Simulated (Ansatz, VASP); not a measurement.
## One calculation of PbS, two programs

POSCAR

```
PbS
1.0
    0.0000000000      2.9872326717      2.9872326717
    3.1365943053      0.0000000000      2.9872326717
    3.1365943053      2.9872326717      0.0000000000
Pb S
1 1
Direct
    0.0000000000      0.0000000000      0.0000000000
    0.5000000000      0.5000000000      0.5000000000
```

The input INCAR.step1:

```
  PREC = Accurate
  ENCUT = 520
  ISMEAR = 0
  SIGMA = 0.01
  LREAL = F
  LASPH = T
  NELM = 80
  NBANDS = 17
  GGA = PE
  ALGO = Normal
  EDIFF = 1E-4
  LWAVE = T
  LCHARG = F
```

Contents of INCAR.step2:

```
  PREC = Accurate
  ENCUT = 520
  EDIFF = 1E-6
  ISMEAR = 0
  SIGMA = 0.01
  LREAL = F
  LASPH = T
  NELM = 80
  ALGO = Normal
  ISIF = 2
  LWAVE = F
  LCHARG = F
  METAGGA = R2SCAN
  LMIXTAU = T
  NBANDS = 17
  ISTART = 1
```

The input KPOINTS:

```
regular mesh
0
Gamma
  8 8 8
```

Input for Ansatz:

```yaml
crystal:
  lattice:
    - [0.0, 2.9872326717, 2.9872326717]
    - [3.1365943053, 0.0, 2.9872326717]
    - [3.1365943053, 2.9872326717, 0.0]
  atoms:
    - { symbol: Pb, position: [0.0, 0.0, 0.0] }
    - { symbol: S, position: [0.5, 0.5, 0.5] }
kpoints:
  mp_grid: { grid: [8, 8, 8] }
  band_path:
    path:
      - [0.0, 0.0, 0.0]
      - [0.5, 0.0, 0.5]
      - [0.625, 0.25, 0.625]
      - [0.375, 0.375, 0.75]
      - [0.5, 0.5, 0.5]
      - [0.5, 0.25, 0.75]
    npoints: 1
hamiltonian:
  xc: r2scan
scf:
  occupations: { method: fixed }
  n_extra_bands: 4
output:
  forces: true
  stress: true
  eigenvalues: true
```

Change from the starting cell: uniaxial_x strain +5.0%.

Alike in both runs: task single point; functional r2SCAN; k mesh 8 × 8 × 8; no spin polarisation.

|  | VASP | Ansatz |
| --- | --- | --- |
| version | VASP 6.6.1 | Ansatz 0.2.0 |
| potentials or method | VASP PAW PBE potentials, release 64 (Pb_d, S) | plane waves, PAW |
| plane-wave cutoff (eV) | 520 | 500 |
| occupations | gaussian, width 0.01 eV | fixed |
| valence electrons in the cell | 20 | 20 |

VASP gave:

```
gap on the k mesh at the Fermi level (eV)                     : 0.81
pressure (GPa)                                                : -2.3
traceless stress, the component that is largest in VASP (GPa) : -2.78
```

Question: Estimate Ansatz's values.

Answer: gap on the k mesh at the Fermi level (eV): 0.80; pressure (GPa): -2.2; traceless stress, the component that is largest in VASP (GPa): -2.77.

VASP's potentials were made for PBE, not for r2SCAN.

Spin-orbit coupling is off throughout.
